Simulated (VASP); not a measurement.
# Re (Pm-3m) in VASP: further runs

The runs below take Re through single point, relaxation of cell and atoms, with r2SCAN.

All numbers are computed with VASP 6.6.1; they aren't measurements. Logs are shortened: lines on timing, memory, paths and dates and some standing lists are left out, and cuts for length are marked.

## Step 1: The cell of the first run

Symmetry: Pm-3m, No. 221, cubic system. The conventional cell has a = 2.571 Å, b = 2.571 Å, c = 2.571 Å, α = 90.00°, β = 90.00°, γ = 90.00°. Re (site symmetry m-3m) has 6 Re at 2.57 Å within 3.4 Å.

## Step 2: Single point, r2SCAN

File POSCAR:

```
Re
1.0
    2.5707977786      0.0000000000      0.0000000000
    0.0000000000      2.5707977786      0.0000000000
    0.0000000000      0.0000000000      2.5707977786
Re
1
Direct
    0.0000000000      0.0000000000      0.0000000000
```

File INCAR.step1:

```
PREC = Accurate
ENCUT = 550
ISMEAR = -1
SIGMA = 0.05
LREAL = F
LASPH = T
NELM = 120
NBANDS = 14
GGA = PE
ALGO = Normal
EDIFF = 1E-5
LWAVE = T
LCHARG = F
GGA_COMPAT = F
```

File INCAR.step2:

```
PREC = Accurate
ENCUT = 550
EDIFF = 1E-6
ISMEAR = -1
SIGMA = 0.05
LREAL = F
LASPH = T
NELM = 120
ALGO = Normal
ISIF = 2
LWAVE = F
LCHARG = T
METAGGA = R2SCAN
LMIXTAU = T
LELF = T
LVHAR = T
NBANDS = 14
ISTART = 1
GGA_COMPAT = F
```

File KPOINTS:

```
Automatic mesh
0
Gamma
  7 7 7
```

Potentials or basis: VASP PAW PBE potentials, release 64 (Re_sv_GW).

The run is started by

```bash
$ cat potpaw_PBE.64/Re_sv_GW/POTCAR > POTCAR
$ cp INCAR.step1 INCAR
$ mpirun -np 1 vasp_std > vasp.out
$ cp INCAR.step2 INCAR
$ mpirun -np 1 vasp_std > vasp.out
```

OUTCAR:

```text
PREC = Accurate
   ENCUT = 550
   EDIFF = 1E-6
   ISMEAR = -1
   LREAL = F
   LASPH = T
   NELM = 120
   ISIF = 2
   METAGGA = R2SCAN
   ISTART = 1

 ion  position               nearest neighbor table
   1  0.000  0.000  0.000-

  LATTYP: Found a simple cubic cell.
 ALAT       =     2.5707977786

  Lattice vectors:

 A1 = (   2.5707977786,   0.0000000000,   0.0000000000)
 A2 = (   0.0000000000,   2.5707977786,   0.0000000000)
 A3 = (   0.0000000000,   0.0000000000,   2.5707977786)

Analysis of symmetry for initial positions (statically):
=====================================================================
 Subroutine PRICEL returns:
 Original cell was already a primitive cell.

 Routine SETGRP: Setting up the symmetry group for a
 simple cubic supercell.

 Subroutine GETGRP returns: Found 48 space group operations
 (whereof 48 operations were pure point group operations)
 out of a pool of 48 trial point group operations.

The static configuration has the point symmetry O_h .

Analysis of symmetry for dynamics (positions and initial velocities):
=====================================================================
 Subroutine PRICEL returns:
 Original cell was already a primitive cell.

 Routine SETGRP: Setting up the symmetry group for a
 simple cubic supercell.

 Subroutine GETGRP returns: Found 48 space group operations
 (whereof 48 operations were pure point group operations)
 out of a pool of 48 trial point group operations.

The dynamic configuration has the point symmetry O_h .

 Subroutine INISYM returns: Found 48 space group operations
 (whereof 48 operations are pure point group operations),
 and found     1 'primitive' translations

----------------------------------------------------------------------------------------

                                     Primitive cell

  volume of cell :      16.9904

  direct lattice vectors                    reciprocal lattice vectors
     2.570797779  0.000000000  0.000000000     0.388984310  0.000000000  0.000000000
     0.000000000  2.570797779  0.000000000     0.000000000  0.388984310  0.000000000
     0.000000000  0.000000000  2.570797779     0.000000000  0.000000000  0.388984310

  length of vectors
     2.570797779  2.570797779  2.570797779     0.388984310  0.388984310  0.388984310

[... 78 lines left out ...]
   NFREE  =      0    steps in history (QN), initial steepest desc. (CG)
   ISIF   =      2    stress and relaxation
   ISYM   =      2    0-nonsym 1-usesym 2-fastsym
   POTIM  = 0.5000    time-step for ionic-motion
   TEBEG  =    0.0;   TEEND  =   0.0 temperature during run
   PSTRESS=    0.0 pullay stress
   NELECT =      15.0000    total number of electrons
   NUPDOWN=      -1.0000    fix difference up-down
   EMIN   =  10.00;   EMAX   =-10.00  energy-range for DOS
   EFERMI =   0.00;   METHOD = LEGACY
   ISMEAR =    -1;   SIGMA  =   0.05  broadening in eV -4-tet -1-fermi 0-gaus
   EFERMI_NEDOS =   21; number of points for ismear=-14 and -15
   IALGO  =     38    algorithm
   IMIX   =      4    mixing-type and parameters
     AMIX     =   0.40;   BMIX     =  1.00
     AMIX_MAG =   1.60;   BMIX_MAG =  1.00
  volume/ion in A,a.u.               =      16.99       114.66
  Fermi-wavevector in a.u.,A,eV,Ry     =   1.570498  2.967811 33.558271  2.466463
  Thomas-Fermi vector in A             =   2.672222
   LORBIT       =      0    0 simple, 1 ext, 2 COOP (PROOUT), +10 PAW based schemes
   METAGGA = R2SCAN    functional components
   LHFCALC =     F    Hartree Fock is set to
   AEXX    =    0.0000 exact exchange contribution
   IVDW    =     0    specifies the selected vdW correction
   LEPSILON=     F    determine dielectric tensor
   LRPA    =     F    only Hartree local field effects (RPA)
 non-spin polarized calculation
  energy-cutoff  :      550.00
  volume of cell :       16.99
 maximum number of plane-waves:       508
 NGX is ok and might be reduce to    20
   NGX =  9   NGY =  9   NGZ =  9

 number of electron      14.9999997 magnetization

 Free energy of the ion-electron system (eV)
  ---------------------------------------------------
  ext. energy  EPLUGINS =         0.00000000
  ---------------------------------------------------
  free energy    TOTEN  =       -52.60575917 eV

  energy without entropy =      -52.59215316  energy(sigma->0) =      -52.59895617

 E-fermi :  11.2024     XC(G=0): -14.3585

 val. band max:       11.1167012052   @ k =   0.2857   0.2857   0.2857
 cond. band min:      11.2088560382   @ k =   0.4286   0.0000   0.0000
 fundamental gap:      0.0921548330
 Fermi energy:        11.2023578515

 k-point     1 :       0.0000    0.0000    0.0000
  band No.  band energies     occupation
      1     -71.3378      2.00000
      2     -31.8477      2.00000
      3     -31.8477      2.00000
      4     -31.8477      2.00000
      5       1.4371      2.00000
      6       5.3281      2.00000
      7       5.3281      2.00000
      8      14.8287      0.00000
      9      14.8287      0.00000
     10      14.8287      0.00000
     11      26.9575      0.00000
     12      26.9575      0.00000
     13      26.9575      0.00000
     14      33.8902      0.00000
[... 309 lines left out ...]
      1     -71.0542      2.00000
      2     -32.7854      2.00000
      3     -32.7768      2.00000
      4     -32.7768      2.00000
      5       6.1459      2.00000
      6       6.4659      2.00000
      7       6.4659      2.00000
      8      16.0482      0.00000
      9      16.0482      0.00000
     10      20.2767      0.00000
     11      20.8282      0.00000
     12      24.6054      0.00000
     13      24.6054      0.00000
     14      33.4328      0.00000

------------------------ aborting loop because EDIFF is reached ----------------------------------------

  FORCE on cell =-STRESS in cart. coord.  units (eV):
  Direction    XX          YY          ZZ          XY          YZ          ZX
  --------------------------------------------------------------------------------------
  -------------------------------------------------------------------------------------
  Total       -0.1800062     -0.1800062     -0.1800062      0.0000000      0.0000000      0.0000000
  in kB      -16.9743932    -16.9743932    -16.9743932      0.0000000      0.0000000      0.0000000
  external PRESSURE =     -16.9743932 kB  Pullay stress =       0.0000000 kB

 VOLUME and BASIS-vectors are now :
 -----------------------------------------------------------------------------
  energy-cutoff  :      550.00
  volume of cell :       16.99
      direct lattice vectors                 reciprocal lattice vectors
     2.570797779  0.000000000  0.000000000     0.388984310  0.000000000  0.000000000
     0.000000000  2.570797779  0.000000000     0.000000000  0.388984310  0.000000000
     0.000000000  0.000000000  2.570797779     0.000000000  0.000000000  0.388984310

 POSITION                                       TOTAL-FORCE (eV/Angst)
 -----------------------------------------------------------------------------------
      0.00000      0.00000      0.00000         0.000000      0.000000      0.000000
 -----------------------------------------------------------------------------------
    total drift:                               -0.000000      0.000000     -0.000000

  FREE ENERGIE OF THE ION-ELECTRON SYSTEM (eV)
  ---------------------------------------------------
  free  energy   TOTEN  =       -52.6057591660 eV

  energy  without entropy=      -52.5921531650  energy(sigma->0) =      -52.59895617
```

OUTCAR.step1:

```text
PREC = Accurate
   ENCUT = 550
   ISMEAR = -1
   LREAL = F
   LASPH = T
   NELM = 120
[... 547 lines left out ...]

 POSITION                                       TOTAL-FORCE (eV/Angst)
 -----------------------------------------------------------------------------------
      0.00000      0.00000      0.00000         0.000000      0.000000      0.000000
 -----------------------------------------------------------------------------------
    total drift:                               -0.000000     -0.000000     -0.000000

  FREE ENERGIE OF THE ION-ELECTRON SYSTEM (eV)
  ---------------------------------------------------
  free  energy   TOTEN  =       -12.6097899239 eV

  energy  without entropy=      -12.5913126395  energy(sigma->0) =      -12.60055128
```

OSZICAR.step1:

```text
N       E                     dE             d eps       ncg     rms          rms(c)
DAV:   1     0.958383387937E+02    0.95838E+02   -0.98191E+03   568   0.113E+03
DAV:   2    -0.113089184021E+02   -0.10715E+03   -0.99989E+02   728   0.307E+02
DAV:   3    -0.135255603341E+02   -0.22166E+01   -0.22062E+01   656   0.414E+01
DAV:   4    -0.135305022530E+02   -0.49419E-02   -0.49416E-02   680   0.253E+00
DAV:   5    -0.135305198191E+02   -0.17566E-04   -0.17566E-04   638   0.135E-01    0.117E+02
DAV:   6    -0.127155432822E+02    0.81498E+00   -0.80895E-01   566   0.885E+00    0.678E+01
DAV:   7    -0.126417053606E+02    0.73838E-01   -0.53595E-01   632   0.691E+00    0.172E+01
DAV:   8    -0.126094628320E+02    0.32243E-01   -0.82453E-02   578   0.288E+00    0.200E+00
DAV:   9    -0.126097734996E+02   -0.31067E-03   -0.30138E-03   614   0.612E-01    0.278E+00
DAV:  10    -0.126097875179E+02   -0.14018E-04   -0.96803E-05   632   0.123E-01    0.982E-01
DAV:  11    -0.126097899239E+02   -0.24060E-05   -0.54945E-06   360   0.218E-02
   1 F= -.12609790E+02 E0= -.12600551E+02  d E =-.184773E-01
```

It used 19 s of CPU time on 1 thread of AMD EPYC 7R13 Processor (Zen 3) (shared host).

What came out:

```
Free energy : -52.6058 eV
Pressure    : -1.7 GPa
```

Levels at points of the mesh, in eV from the Fermi level:
| k point | band 5 | band 6 | band 7 | band 8 | band 9 | band 10 |
| --- | --- | --- | --- | --- | --- | --- |
| (0.00, 0.00, 0.00) | -9.77 | -5.87 | -5.87 | 3.63 | 3.63 | 3.63 |

Caveat: the PAW data sets were made with another functional, which shifts forces and pressure a little; spin-orbit coupling is left out, which moves the levels of the heavy elements.

## Step 3: Relaxation of cell and atoms, r2SCAN

This run uses another cell than the first one, of 16.19 Å³/atom, 0.953 times its volume.

File POSCAR:

```
Re
1.0
    2.5300000000      0.0000000000      0.0000000000
    0.0000000000      2.5300000000      0.0000000000
    0.0000000000      0.0000000000      2.5300000000
Re
1
Direct
    0.0000000000      0.0000000000      0.0000000000
```

File INCAR.step1:

```
SYSTEM = Re
PREC = Accurate
ENCUT = 550
ISMEAR = -1
SIGMA = 0.05
LREAL = .False.
LASPH = .True.
NELM = 120
GGA = PE
ALGO = Normal
EDIFF = 1E-5
LWAVE = .True.
LCHARG = .False.
GGA_COMPAT = .False.
IBRION = 2
ISIF = 3
EDIFFG = -0.005
NELMIN = 4
NSW = 100
```

File INCAR.step2:

```
SYSTEM = Re
PREC = Accurate
ENCUT = 550
EDIFF = 1E-7
ISMEAR = -1
SIGMA = 0.05
LREAL = .False.
LASPH = .True.
NELM = 120
ALGO = Normal
ISIF = 3
LWAVE = .False.
LCHARG = .False.
METAGGA = R2SCAN
LMIXTAU = .True.
IBRION = 2
NSW = 60
EDIFFG = -0.02
ISTART = 1
GGA_COMPAT = .False.
NELMIN = 4
```

File KPOINTS:

```
regular mesh
0
Gamma
  7 7 7
  0 0 0
```

Potentials or basis: VASP PAW PBE potentials, release 64 (Re_sv_GW).

The run is started by

```bash
$ cat potpaw_PBE.64/Re_sv_GW/POTCAR > POTCAR
$ cp INCAR.step1 INCAR
$ mpirun -np 1 vasp_std > vasp.out
$ cp INCAR.step2 INCAR
$ mpirun -np 1 vasp_std > vasp.out
```

It took 56 s on 1 thread of Intel Xeon 6975P-C (Granite Rapids), shared host; peak memory 0.13 GiB.

Results (log left out):

| Quantity | Value |
| --- | --- |
| Free energy | -52.5981 eV |
| Relaxed volume | 16.87 Å³/atom |
| Relaxed cell | a = 2.565 Å, b = 2.565 Å, c = 2.565 Å, α = 90.00°, β = 90.00°, γ = 90.00° |
| Space group after relaxing (to 0.05 Å) | Pm-3m (No. 221) |
| Energy gained by relaxing | 25.3 meV/atom |
| Ionic steps | 4 |
| Pressure after relaxing | 0.0 GPa |

Step by step:
```tsv
step	energy change (eV)	largest force (eV/Å)	pressure (GPa)	volume (Å³)
1	0.0000	0.0000	12.38	16.19
2	0.2224	0.0000	-28.94	19.31
3	-0.0252	0.0000	-0.55	16.90
4	-0.0253	0.0000	-0.03	16.87
```

Final structure:
```
Re
1.0
     2.56482    0.00000    0.00000
     0.00000    2.56482    0.00000
     0.00000    0.00000    2.56482
Re
1
Direct
  0.00000 0.00000 0.00000
```

Levels at points of the mesh, in eV from the Fermi level:
```tsv
k point	band 5	band 6	band 7	band 8	band 9	band 10
(0.00, 0.00, 0.00)	-9.81	-5.92	-5.92	3.66	3.66	3.66
```

Caveat: the PAW data sets were made with another functional, which shifts forces and pressure a little; spin-orbit coupling is left out, which moves the levels of the heavy elements.
